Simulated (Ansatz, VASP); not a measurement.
# One calculation of TiSi2, two programs

INCAR

```
ALGO = Normal ; EDIFF = 1E-6
ENCUT = 520 ; GGA = PS
ISIF = 2 ; ISMEAR = -1
LASPH = T ; LCHARG = F
LREAL = F ; LWAVE = F
NBANDS = 17 ; NELM = 100
PREC = Accurate ; SIGMA = 0.05
```

File KPOINTS:

```
k-points
0
Gamma
  12 12 12
```

Contents of POSCAR:

```
TiSi2
1.0
   -1.4922541174      1.7346606101      4.2675115011
    1.4922541174     -1.7346606101      4.2675115011
    1.4922541174      1.7346606101     -4.2675115011
Ti Si
1 2
Direct
    0.0000000000      0.0000000000      0.0000000000
    0.6700780000      0.6700780000      0.0000000000
    0.3299220000      0.3299220000      0.0000000000
```

input.yaml

```yaml
crystal:
  lattice:
    - [-1.4922541174, 1.7346606101, 4.2675115011]
    - [1.4922541174, -1.7346606101, 4.2675115011]
    - [1.4922541174, 1.7346606101, -4.2675115011]
  atoms:
    - { symbol: Ti, position: [0.0, 0.0, 0.0] }
    - { symbol: Si, position: [0.670078, 0.670078, 0.0] }
    - { symbol: Si, position: [0.329922, 0.329922, 0.0] }
kpoints:
  mp_grid: { grid: [12, 12, 12] }
scf:
  occupations: { method: fermi_dirac, width: 0.05 }
hamiltonian:
  xc: pbesol
  pseudopotentials: { kind: all_electron, lapw: { basis_error: 0.002 } }
output:
  forces: true
  stress: true
  eigenvalues: true
```

Change from the starting cell: volume scaled by 1.04.

Alike in both runs: task single point; functional PBEsol; k mesh 12 × 12 × 12; occupations fermi-dirac, width 0.05 eV; no spin polarisation.

```csv
,VASP,Ansatz
version,VASP 6.6.1,Ansatz 0.2.0
potentials or method,"VASP PAW PBE potentials, release 64 (Ti_sv, Si), cutoff 520 eV","all-electron LAPW, scalar-relativistic"
```

|  | VASP | Ansatz | Ansatz less VASP |
| --- | --- | --- | --- |
| gap on the k mesh at the Fermi level (eV) | none | none | - |
| pressure (GPa) | -8.3 | -8.4 | -0.11 |
| traceless stress, the component that is largest in VASP (GPa) | 0.96 | 0.96 | +0.001 |
| rms of the force components (eV/Å) | 0.044 | 0.044 | +0.0007 |

VASP's potentials were made for PBE, not for PBEsol. Atom by atom the forces differ by 0.001 eV/Å (rms over components). A gap of «none» marks a metal or a gap that the smearing closes. Ansatz ran all-electron here, and VASP with PAW potentials.
